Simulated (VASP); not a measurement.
# ZrS2 (P-3m1) in VASP: a series of runs, part 2 of 2

VASP 6.6.1. The steps go on from the part before.

**4. Single point, HSE06**

Contents of POSCAR:

```
ZrS2
1.0
    3.6743990828      0.0000000000      0.0000000000
   -1.8371995414      3.1821229494      0.0000000000
    0.0000000000      0.0000000000      5.8568562426
Zr S
1 2
Direct
    0.0000000000      0.0000000000      0.0000000000
    0.3333333333      0.6666666667      0.2462324613
    0.6666666667      0.3333333333      0.7537675387
```

Contents of INCAR.step1:

```
  PREC = Accurate
  ENCUT = 400
  EDIFF = 1E-5
  ISMEAR = 0
  SIGMA = 0.01
  LREAL = F
  LASPH = T
  NELM = 120
  ALGO = Normal
  ISIF = 2
  LWAVE = T
  LCHARG = F
  NBANDS = 19
  GGA = PE
  GGA_COMPAT = F
```

Contents of INCAR.step2:

```
  PREC = Accurate
  ENCUT = 400
  EDIFF = 1E-6
  ISMEAR = 0
  SIGMA = 0.01
  LREAL = F
  LASPH = T
  NELM = 120
  ALGO = Normal
  ISIF = 2
  LWAVE = F
  LCHARG = F
  GGA = PE
  LHFCALC = T
  HFSCREEN = 0.2079
  PRECFOCK = Normal
  NBANDS = 19
  ISTART = 1
  GGA_COMPAT = F
```

Contents of KPOINTS:

```
Automatic mesh
0
Gamma
  6 6 2
```

Potentials or basis: VASP PAW PBE potentials, release 64 (Zr_sv, S).

Started as:

```
> cat potpaw_PBE.64/Zr_sv/POTCAR potpaw_PBE.64/S/POTCAR > POTCAR
> cp INCAR.step1 INCAR
> mpirun -np 1 vasp_std > vasp.out
> cp INCAR.step2 INCAR
> mpirun -np 1 vasp_std > vasp.out
```

OUTCAR:

```text
PREC = Accurate
   ENCUT = 400
   EDIFF = 1E-6
   ISMEAR = 0
   LREAL = F
   LASPH = T
   NELM = 120
   ISIF = 2
   GGA = PE
   LHFCALC = T
   HFSCREEN = 0.2079
   PRECFOCK = Normal
   ISTART = 1

 ion  position               nearest neighbor table
   1  0.000  0.000  0.000-   3 2.57   2 2.57   3 2.57   2 2.57   3 2.57   2 2.57
   2  0.333  0.667  0.246-   1 2.57   1 2.57   1 2.57
   3  0.667  0.333  0.754-   1 2.57   1 2.57   1 2.57

  LATTYP: Found a hexagonal cell.
 ALAT       =     3.6743990828
 C/A-ratio  =     1.5939630156

  Lattice vectors:

 A1 = (   3.6743990828,   0.0000000000,   0.0000000000)
 A2 = (  -1.8371995414,   3.1821229494,   0.0000000000)
 A3 = (   0.0000000000,   0.0000000000,   5.8568562426)

Analysis of symmetry for initial positions (statically):
=====================================================================
 Subroutine PRICEL returns:
 Original cell was already a primitive cell.

 Routine SETGRP: Setting up the symmetry group for a
 hexagonal supercell.

[... 161 lines left out ...]
  ---------------------------------------------------
  free energy    TOTEN  =       -25.41571756 eV

  energy without entropy =      -25.41571756  energy(sigma->0) =      -25.41571756

 E-fermi :   4.2885     XC(G=0):  -7.9439

 val. band max:        4.1392685085   @ k =   0.0000   0.0000   0.0000
 cond. band min:       5.8180461918   @ k =   0.5000  -0.0000   0.5000
 fundamental gap:      1.6787776832
 Fermi energy:         4.2884923207

 k-point     1 :       0.0000    0.0000    0.0000
  band No.  band energies     occupation
      1     -48.3441      2.00000
      2     -25.0187      2.00000
      3     -24.8362      2.00000
      4     -24.8362      2.00000
      5      -9.9926      2.00000
      6      -8.3158      2.00000
[... 285 lines left out ...]
      6      -8.5422      2.00000
[... 11 lines left out ...]
     18      13.3239      0.00000
     19      13.8591      0.00000

------------------------ aborting loop because EDIFF is reached ----------------------------------------

  FORCE on cell =-STRESS in cart. coord.  units (eV):
  Direction    XX          YY          ZZ          XY          YZ          ZX
  --------------------------------------------------------------------------------------
  -------------------------------------------------------------------------------------
  Total       -0.0931565     -0.0931565      0.1985366     -0.0000000      0.0000000     -0.0000000
  in kB       -2.1794944     -2.1794944      4.6449738     -0.0000000      0.0000000     -0.0000000
  external PRESSURE =       0.0953283 kB  Pullay stress =       0.0000000 kB

 VOLUME and BASIS-vectors are now :
 -----------------------------------------------------------------------------
  energy-cutoff  :      400.00
  volume of cell :       68.48
      direct lattice vectors                 reciprocal lattice vectors
     3.674399083  0.000000000  0.000000000     0.272153345  0.157127807  0.000000000
    -1.837199541  3.182122949  0.000000000     0.000000000  0.314255614  0.000000000
     0.000000000  0.000000000  5.856856243     0.000000000  0.000000000  0.170740062

 POSITION                                       TOTAL-FORCE (eV/Angst)
 -----------------------------------------------------------------------------------
      0.00000      0.00000      0.00000        -0.000000      0.000000      0.000000
     -0.00000      2.12142      1.44215         0.000000     -0.000000     -0.188969
      1.83720      1.06071      4.41471         0.000000      0.000000      0.188969
 -----------------------------------------------------------------------------------
    total drift:                                0.000000      0.000000      0.000001

  FREE ENERGIE OF THE ION-ELECTRON SYSTEM (eV)
  ---------------------------------------------------
  free  energy   TOTEN  =       -25.4157175560 eV

  energy  without entropy=      -25.4157175560  energy(sigma->0) =      -25.41571756
```

OUTCAR.step1:

```text
PREC = Accurate
   ENCUT = 400
   EDIFF = 1E-5
   ISMEAR = 0
   LREAL = F
[... 522 lines left out ...]
      0.00000      0.00000      0.00000        -0.000000      0.000000      0.000000
     -0.00000      2.12142      1.44215        -0.000000     -0.000000      0.034722
      1.83720      1.06071      4.41471         0.000000      0.000000     -0.034722
 -----------------------------------------------------------------------------------
    total drift:                                0.000000      0.000000     -0.000000

  FREE ENERGIE OF THE ION-ELECTRON SYSTEM (eV)
  ---------------------------------------------------
  free  energy   TOTEN  =       -21.3912751986 eV

  energy  without entropy=      -21.3912751986  energy(sigma->0) =      -21.39127520
```

Run time: 26 min. Hardware: 1 thread of Intel Xeon 8259CL, shared host; peak memory 0.27 GiB.

Results:

```
Free energy            : -25.4157 eV
Pressure               : 0.0 GPa
Largest force          : 0.189 eV/Å
Band gap on the k mesh : 1.68 eV (least direct gap 2.39 eV)
```

Forces in eV/Å, atoms in the order of the input:
```
Zr   0.000  0.000  0.000
S    0.000  0.000 -0.189
S    0.000  0.000  0.189
```

Stress tensor (GPa, compression positive):
```
-0.22  0.00  0.00
 0.00 -0.22  0.00
 0.00  0.00  0.46
```

Caveat: the k points lie up to 0.54 Å⁻¹ apart; the PAW data sets were made with another functional, which shifts forces and pressure a little; this functional lacks dispersion, which binds the layers, so the pressure and a relaxed spacing across them are unreliable. A k mesh can miss the band edges.

**5. Single point, PBE-based screened hybrid with 10 % exact exchange**

POSCAR is that of step 4.

Contents of INCAR.step1:

```
PREC     = Accurate       # precision mode
ENCUT    = 400            # plane-wave cutoff, eV
EDIFF    = 1E-5           # SCF threshold, eV
ISMEAR   = 0              # smearing method
SIGMA    = 0.01           # smearing width, eV
LREAL    = F              # projectors in reciprocal space
LASPH    = T              # aspherical terms in the spheres
NELM     = 120            # most SCF steps
ALGO     = Normal         # electronic algorithm
ISIF     = 2              # what is computed and relaxed
LWAVE    = T              # write WAVECAR
NBANDS   = 19             # bands
GGA      = PE             # functional
GGA_COMPAT= F
```

Contents of INCAR.step2:

```
PREC     = Accurate       # precision mode
ENCUT    = 400            # plane-wave cutoff, eV
EDIFF    = 1E-6           # SCF threshold, eV
ISMEAR   = 0              # smearing method
SIGMA    = 0.01           # smearing width, eV
LREAL    = F              # projectors in reciprocal space
LASPH    = T              # aspherical terms in the spheres
NELM     = 120            # most SCF steps
ALGO     = Normal         # electronic algorithm
ISIF     = 2              # what is computed and relaxed
LWAVE    = F              # write WAVECAR
LCHARG   = T              # write CHGCAR
GGA      = PE             # functional
LHFCALC  = T              # exact exchange
AEXX     = 0.1            # exact-exchange fraction
HFSCREEN = 0.3            # screening, 1/A
PRECFOCK = Normal       
LELF     = T              # ELF
LVHAR    = T            
NBANDS   = 19             # bands
ISTART   = 1            
GGA_COMPAT= F
```

KPOINTS is that of step 4.

Started as:

```
> cat potpaw_PBE.64/Zr_sv/POTCAR potpaw_PBE.64/S/POTCAR > POTCAR
> cp INCAR.step1 INCAR
> mpirun -np 1 vasp_std > vasp.out
> cp INCAR.step2 INCAR
> mpirun -np 1 vasp_std > vasp.out
```

It took 23 min on 1 thread of Intel Xeon 8259CL, shared host; peak memory 0.27 GiB.

It converged, with:

```
Free energy            : -22.6825 eV
Pressure               : 0.8 GPa
Largest force          : 0.052 eV/Å
Band gap on the k mesh : 1.11 eV (least direct gap 1.76 eV)
```

Forces in eV/Å, atoms in the order of the input:
```
Zr   0.000  0.000  0.000
S    0.000  0.000 -0.052
S    0.000  0.000  0.052
```

Stress tensor (GPa, compression positive):
```
0.56 0.00 0.00
0.00 0.56 0.00
0.00 0.00 1.40
```

Levels at points of the mesh, in eV from the valence-band top:
```csv
k point,band 10,band 11,band 12,band 13,band 14,band 15
"(0.00, 0.00, 0.00)",-0.18,-0.18,0.00,1.76,1.76,2.61
"(0.50, 0.00, 0.00)",-2.60,-1.97,-1.37,1.28,3.53,3.81
"(0.00, 0.00, 0.50)",-1.87,-0.32,-0.32,1.72,1.72,2.95
"(0.50, 0.00, 0.50)",-2.40,-1.09,-0.85,1.11,3.51,3.81
```

Caveat: the k points lie up to 0.54 Å⁻¹ apart; the PAW data sets were made with another functional, which shifts forces and pressure a little.

**6. The runs side by side**

| level | share of exact exchange | screening parameter | gap on the mesh (eV) | pressure (GPa) | largest force (eV/Å) |
| --- | --- | --- | --- | --- | --- |
| PBE-based screened hybrid with 5 % exact exchange | 0.05 | 0.3 1/Å | 1.00 | 1.1 | 0.01 |
| PBE-based screened hybrid with 30 % exact exchange | 0.3 | 0.2078 1/Å | 1.85 | -0.2 | 0.23 |
| HSE06 | 0.25 | 0.2079 1/Å | 1.68 | 0.0 | 0.19 |
| PBE-based screened hybrid with 10 % exact exchange | 0.1 | 0.3 1/Å | 1.11 | 0.8 | 0.05 |

Alike in all rows: task single point; potentials or basis VASP PAW PBE potentials, release 64 (Zr_sv, S); no spin polarisation; cell as given; k mesh 6 × 6 × 2; cutoff (eV) 400; smearing gaussian 0.01 eV.

Caveats: all runs use coarse meshes; the PAW data sets were made with another functional, which shifts forces and pressure a little; this functional lacks dispersion, which binds the layers, so the pressure and a relaxed spacing across them are unreliable (at least some runs).

Absolute energies hang on the potentials; compare differences alone.
